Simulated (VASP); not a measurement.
# Li2O (Fm-3m) in VASP: further runs

Runs on Li2O. Level: PBE. Tasks: single point.

All numbers are computed with VASP 6.6.1; they aren't measurements. Logs are shortened: lines on timing, memory, paths and dates and some standing lists are left out, and cuts for length are marked.

### 1 The cell of the first run

Symmetry: Fm-3m, No. 225, cubic system. The conventional cell has a = 4.626 Å, b = 4.626 Å, c = 4.626 Å, α = 90.00°, β = 90.00°, γ = 90.00°. Within 2.7 Å of Li (site symmetry -43m) lie 4 O at 2.00 Å and 6 Li at 2.31 Å. Within 2.7 Å of O (site symmetry m-3m) lie 8 Li at 2.00 Å.

### 2 Single point, PBE (atoms taken out)

Input file INCAR:

```
PREC = Accurate
ENCUT = 750
EDIFF = 1E-6
ISMEAR = 0
SIGMA = 0.02
LREAL = False
LASPH = True
NELM = 120
ALGO = Normal
ISIF = 2
LWAVE = False
LCHARG = True
GGA = PE
LELF = True
LVHAR = True
NBANDS = 13
GGA_COMPAT = False
```

Input file KPOINTS:

```
Automatic mesh
0
Gamma
  8 8 8
```

Input file POSCAR:

```
Li2O
1.0
    0.0000000000      2.3131900688      2.3131900688
    2.3131900688      0.0000000000      2.3131900688
    2.3131900688      2.3131900688      0.0000000000
Li O
2 1
Direct
    0.7500000000      0.7500000000      0.7500000000
    0.2500000000      0.2500000000      0.2500000000
    0.5000000000      0.5000000000      0.5000000000
```

Potentials or basis: VASP PAW PBE potentials, release 64 (Li_sv, O).

The run is started by

```sh
cat potpaw_PBE.64/Li_sv/POTCAR potpaw_PBE.64/O/POTCAR > POTCAR
mpirun -np 1 vasp_std > vasp.out
```

OUTCAR:

```text
PREC = Accurate
   ENCUT = 750
   EDIFF = 1E-6
   ISMEAR = 0
   LREAL = False
   LASPH = True
   NELM = 120
   ISIF = 2
   GGA = PE

 ion  position               nearest neighbor table
   1  0.750  0.750  0.750-   3 2.00   3 2.00   3 2.00   3 2.00   2 2.31   2 2.31   2 2.31   2 2.31
                             2 2.31   2 2.31
   2  0.250  0.250  0.250-   3 2.00   3 2.00   3 2.00   3 2.00   1 2.31   1 2.31   1 2.31   1 2.31
                             1 2.31   1 2.31
   3  0.500  0.500  0.500-   2 2.00   2 2.00   2 2.00   1 2.00   2 2.00   1 2.00   1 2.00   1 2.00

  LATTYP: Found a face centered cubic cell.
 ALAT       =     4.6263801376

  Lattice vectors:

 A1 = (   0.0000000000,   2.3131900688,   2.3131900688)
 A2 = (   2.3131900688,   0.0000000000,   2.3131900688)
 A3 = (   2.3131900688,   2.3131900688,   0.0000000000)

Analysis of symmetry for initial positions (statically):
=====================================================================
 Subroutine PRICEL returns:
 Original cell was already a primitive cell.

 Routine SETGRP: Setting up the symmetry group for a
 face centered cubic supercell.

 Subroutine GETGRP returns: Found 48 space group operations
 (whereof 48 operations were pure point group operations)
 out of a pool of 48 trial point group operations.

The static configuration has the point symmetry O_h .

Analysis of symmetry for dynamics (positions and initial velocities):
=====================================================================
 Subroutine PRICEL returns:
 Original cell was already a primitive cell.

 Routine SETGRP: Setting up the symmetry group for a
 face centered cubic supercell.

 Subroutine GETGRP returns: Found 48 space group operations
 (whereof 48 operations were pure point group operations)
 out of a pool of 48 trial point group operations.

The dynamic configuration has the point symmetry O_h .

 Subroutine INISYM returns: Found 48 space group operations
 (whereof 48 operations are pure point group operations),
 and found     1 'primitive' translations

----------------------------------------------------------------------------------------

                                     Primitive cell

  volume of cell :      24.7551

  direct lattice vectors                    reciprocal lattice vectors
     0.000000000  2.313190069  2.313190069    -0.216151715  0.216151715  0.216151715
     2.313190069  0.000000000  2.313190069     0.216151715 -0.216151715  0.216151715
     2.313190069  2.313190069  0.000000000     0.216151715  0.216151715 -0.216151715

  length of vectors
     3.271344768  3.271344768  3.271344768     0.374385752  0.374385752  0.374385752

[... 97 lines left out ...]
   ISMEAR =     0;   SIGMA  =   0.02  broadening in eV -4-tet -1-fermi 0-gaus
   EFERMI_NEDOS =   21; number of points for ismear=-14 and -15
   IALGO  =     38    algorithm
   IMIX   =      4    mixing-type and parameters
     AMIX     =   0.40;   BMIX     =  1.00
     AMIX_MAG =   1.60;   BMIX_MAG =  1.00
  volume/ion in A,a.u.               =       8.25        55.69
  Fermi-wavevector in a.u.,A,eV,Ry     =   1.286019  2.430223 22.501913  1.653844
  Thomas-Fermi vector in A             =   2.418118
   LORBIT       =      0    0 simple, 1 ext, 2 COOP (PROOUT), +10 PAW based schemes
   GGA     = PE    functional components
   LHFCALC =     F    Hartree Fock is set to
   AEXX    =    0.0000 exact exchange contribution
   IVDW    =     0    specifies the selected vdW correction
   LEPSILON=     F    determine dielectric tensor
   LRPA    =     F    only Hartree local field effects (RPA)
 non-spin polarized calculation
 Gauss-broadening in eV      SIGMA  =   0.02
  energy-cutoff  :      750.00
  volume of cell :       24.76
 maximum number of plane-waves:      1174
 NGX is ok and might be reduce to    30
   NGX = 15   NGY = 15   NGZ = 15

 number of electron      11.9999999 magnetization

 Free energy of the ion-electron system (eV)
  ---------------------------------------------------
  ext. energy  EPLUGINS =         0.00000000
  ---------------------------------------------------
  free energy    TOTEN  =       -14.35624874 eV

  energy without entropy =      -14.35624874  energy(sigma->0) =      -14.35624874

 E-fermi :   1.4504     XC(G=0):  -9.7337

 val. band max:        1.3102902219   @ k =   0.0000   0.0000   0.0000
 cond. band min:       6.2804831516   @ k =   0.5000   0.5000   0.0000
 fundamental gap:      4.9701929297
 Fermi energy:         1.4504216916

 k-point     1 :       0.0000    0.0000    0.0000
  band No.  band energies     occupation
      1     -41.6812      2.00000
      2     -41.3562      2.00000
      3     -14.1311      2.00000
      4       1.3103      2.00000
      5       1.3103      2.00000
      6       1.3103      2.00000
      7       6.5442      0.00000
      8      13.2223      0.00000
      9      13.2223      0.00000
     10      13.2223      0.00000
     11      20.2645      0.00000
     12      20.2645      0.00000
     13      20.2645      0.00000
[... 354 lines left out ...]
  band No.  band energies     occupation
      1     -41.5039      2.00000
      2     -41.5034      2.00000
      3     -13.8756      2.00000
      4      -1.1369      2.00000
      5       0.3099      2.00000
      6       0.5081      2.00000
      7       9.2449      0.00000
      8      11.5227      0.00000
      9      14.3345      0.00000
     10      14.6787      0.00000
     11      18.7915      0.00000
     12      19.1621      0.00000
     13      24.2397      0.00000

 [... further k-points ...]

------------------------ aborting loop because EDIFF is reached ----------------------------------------

  FORCE on cell =-STRESS in cart. coord.  units (eV):
  Direction    XX          YY          ZZ          XY          YZ          ZX
  --------------------------------------------------------------------------------------
  -------------------------------------------------------------------------------------
  Total       -0.0541306     -0.0541306     -0.0541306      0.0000000     -0.0000000      0.0000000
  in kB       -3.5033983     -3.5033983     -3.5033983      0.0000000     -0.0000000      0.0000000
  external PRESSURE =      -3.5033983 kB  Pullay stress =       0.0000000 kB

 VOLUME and BASIS-vectors are now :
 -----------------------------------------------------------------------------
  energy-cutoff  :      750.00
  volume of cell :       24.76
      direct lattice vectors                 reciprocal lattice vectors
     0.000000000  2.313190069  2.313190069    -0.216151715  0.216151715  0.216151715
     2.313190069  0.000000000  2.313190069     0.216151715 -0.216151715  0.216151715
     2.313190069  2.313190069  0.000000000     0.216151715  0.216151715 -0.216151715

 POSITION                                       TOTAL-FORCE (eV/Angst)
 -----------------------------------------------------------------------------------
      3.46979      3.46979      3.46979        -0.000000     -0.000000     -0.000000
      1.15660      1.15660      1.15660         0.000000      0.000000      0.000000
      2.31319      2.31319      2.31319         0.000000      0.000000      0.000000
 -----------------------------------------------------------------------------------
    total drift:                                0.000000     -0.000000      0.000000

  FREE ENERGIE OF THE ION-ELECTRON SYSTEM (eV)
  ---------------------------------------------------
  free  energy   TOTEN  =       -14.3562487354 eV

  energy  without entropy=      -14.3562487354  energy(sigma->0) =      -14.35624874
```

OSZICAR:

```text
N       E                     dE             d eps       ncg     rms          rms(c)
DAV:   1     0.684156274561E+02    0.68416E+02   -0.74032E+03   754   0.130E+03
DAV:   2    -0.934932905367E+01   -0.77765E+02   -0.75383E+02   924   0.278E+02
DAV:   3    -0.160726570517E+02   -0.67233E+01   -0.66735E+01  1435   0.628E+01
DAV:   4    -0.161295903858E+02   -0.56933E-01   -0.56926E-01   893   0.672E+00
DAV:   5    -0.161299297876E+02   -0.33940E-03   -0.33940E-03  1067   0.446E-01    0.747E+00
DAV:   6    -0.143929587996E+02    0.17370E+01   -0.83967E+00   809   0.153E+01    0.285E+00
DAV:   7    -0.143590416612E+02    0.33917E-01   -0.19262E-01   927   0.304E+00    0.150E+00
DAV:   8    -0.143579369572E+02    0.11047E-02   -0.69164E-02   932   0.259E+00    0.446E-01
DAV:   9    -0.143558594978E+02    0.20775E-02   -0.59759E-03   922   0.650E-01    0.136E-01
DAV:  10    -0.143562733109E+02   -0.41381E-03   -0.92326E-04   884   0.232E-01    0.564E-02
DAV:  11    -0.143562469917E+02    0.26319E-04   -0.48351E-05  1016   0.748E-02    0.135E-02
DAV:  12    -0.143562490636E+02   -0.20719E-05   -0.62891E-06   921   0.248E-02    0.632E-03
DAV:  13    -0.143562487354E+02    0.32816E-06   -0.24740E-06   954   0.135E-02
   1 F= -.14356249E+02 E0= -.14356249E+02  d E =-.316104E-25
```

stdout:

```text
POSCAR found type information on POSCAR LiO
 POSCAR found :  2 types and       3 ions
 scaLAPACK will be used
 LDA part: xc-table for (Slater+PW92), standard interpolation
 POSCAR, INCAR and KPOINTS ok, starting setup
 FFT: planning ... GRIDC
 FFT: planning ... GRID_SOFT
 FFT: planning ... GRID
 WAVECAR not read
 entering main loop
```

Wall time 9.4 s (1 thread of Intel Xeon 6975P-C (Granite Rapids), shared host); peak memory 0.16 GiB.

Results:

| Quantity | Value |
| --- | --- |
| Free energy | -14.3562 eV |
| Pressure | -0.4 GPa |
| Band gap on the k mesh | 4.97 eV (least direct gap 5.23 eV) |

Levels at points of the mesh, in eV from the valence-band top:
| k point | band 2 | band 3 | band 4 | band 5 | band 6 | band 7 | band 8 | band 9 | band 10 | band 11 |
| --- | --- | --- | --- | --- | --- | --- | --- | --- | --- | --- |
| (0.00, 0.00, 0.00) | -42.67 | -15.44 | 0.00 | 0.00 | 0.00 | 5.23 | 11.91 | 11.91 | 11.91 | 18.95 |
| (0.50, 0.00, 0.00) | -42.82 | -15.22 | -2.76 | -0.44 | -0.44 | 9.18 | 9.77 | 12.04 | 12.04 | 17.79 |
| (0.50, 0.50, 0.00) | -42.76 | -15.17 | -1.60 | -1.37 | -1.37 | 4.97 | 13.50 | 13.50 | 14.66 | 15.69 |

Caveat: the cell differs from its parent crystal (atoms taken out). A k mesh can miss the band edges.

### 3 Single point, PBE

Input file INCAR:

```
SYSTEM = Li2O
  ALGO = Normal
  EDIFF = 1E-6
  ENCUT = 750
  GGA = PE
  GGA_COMPAT = .False.
  ISIF = 2
  ISMEAR = 0
  LASPH = .True.
  LCHARG = .True.
  LELF = .True.
  LREAL = .False.
  LVHAR = .True.
  LWAVE = .False.
  NBANDS = 13
  NELM = 120
  PREC = Accurate
  SIGMA = 0.01
```

Input file KPOINTS:

```
k-points
0
Gamma
  8 8 8
  0 0 0
```

Input file POSCAR:

```
Li2O
1.0
    0.0000000000      2.3131459716      2.3131459716
    2.3131459716      0.0000000000      2.3131459716
    2.3131459716      2.3131459716      0.0000000000
Li O
2 1
Direct
    0.7500000000      0.7500000000      0.7500000000
    0.2500000000      0.2500000000      0.2500000000
    0.5000000000      0.5000000000      0.5000000000
```

Potentials or basis: VASP PAW PBE potentials, release 64 (Li_sv, O).

The run is started by

```sh
cat potpaw_PBE.64/Li_sv/POTCAR potpaw_PBE.64/O/POTCAR > POTCAR
mpirun -np 1 vasp_std > vasp.out
```

Run time: 9.9 s. Hardware: 1 thread of Intel Xeon 6975P-C (Granite Rapids), shared host; peak memory 0.15 GiB.

Results (log left out):

```yaml
Free_energy: -14.3563 eV
Pressure: -0.3 GPa
Band_gap_on_the_k_mesh: 4.97 eV (least direct gap 5.23 eV)
```

Levels at points of the mesh, in eV from the valence-band top:
| k point | band 2 | band 3 | band 4 | band 5 | band 6 | band 7 | band 8 | band 9 | band 10 | band 11 |
| --- | --- | --- | --- | --- | --- | --- | --- | --- | --- | --- |
| (0.00, 0.00, 0.00) | -42.67 | -15.44 | 0.00 | 0.00 | 0.00 | 5.23 | 11.91 | 11.91 | 11.91 | 18.95 |
| (0.50, 0.00, 0.00) | -42.82 | -15.22 | -2.76 | -0.44 | -0.44 | 9.18 | 9.77 | 12.04 | 12.04 | 17.79 |
| (0.50, 0.50, 0.00) | -42.76 | -15.17 | -1.60 | -1.37 | -1.37 | 4.97 | 13.50 | 13.50 | 14.66 | 15.69 |

A k mesh can miss the band edges.
